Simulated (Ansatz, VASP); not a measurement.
## Two plane-wave programs on Ir

```
Ir
1.0
     0.00000    1.92337    1.92337
     1.92337    0.00000    1.92337
     1.92337    1.92337    0.00000
Ir
1
Direct
  0.00000 0.00000 0.00000
```

Alike in both runs: functional r2SCAN; k mesh 18 × 18 × 18; occupations fermi-dirac, width 0.15 eV; no spin polarisation.

Ansatz relaxed the structure, and its values are those at the end. VASP's run is a single point on that final structure, the one shown.

```csv
,VASP,Ansatz
version,VASP 6.6.1,Ansatz 0.2.0
potentials or method,"VASP PAW PBE potentials, release 64 (Ir_sv_GW), cutoff 620 eV","scalar-relativistic, plane waves, PAW"
valence electrons in the cell,17,17
```

Ansatz gave:

* gap on the k mesh at the Fermi level (eV): none
* pressure (GPa): 0.0

**Question.** Estimate VASP's values.

**Answer.** gap on the k mesh at the Fermi level (eV): none; pressure (GPa): -1.1.

VASP's potentials were made for PBE, not for r2SCAN. A gap of «none» marks a metal or a gap that the smearing closes.

Neither program's run includes spin-orbit coupling.
